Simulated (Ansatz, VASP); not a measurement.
Ba: VASP beside Ansatz

```
Ba
1.0
    -2.37500    2.37500    2.37500
     2.37500   -2.37500    2.37500
     2.37500    2.37500   -2.37500
Ba
1
Direct
  0.00000 0.00000 0.00000
```

Change from the starting cell: strain -0.050 along x and y, -0.050 along z, atoms carried along.

Alike in both runs: task single point; functional PBEsol; k mesh 14 × 14 × 14; occupations gaussian, width 0.15 eV; no spin polarisation.

```csv
,VASP,Ansatz
version,VASP 6.6.1,Ansatz 0.2.0
potentials or method,"VASP PAW PBE potentials, release 64 (Ba_sv), cutoff 520 eV","scalar-relativistic, plane waves, PAW"
valence electrons in the cell,10,10
```

```tsv
	VASP	Ansatz	Ansatz less VASP
gap on the k mesh at the Fermi level (eV)	none	none	-
pressure (GPa)	1.0	0.8	-0.13
```

VASP's potentials were made for PBE, not for PBEsol. A gap of «none» marks a metal or a gap that the smearing closes.

Neither program's run includes spin-orbit coupling.
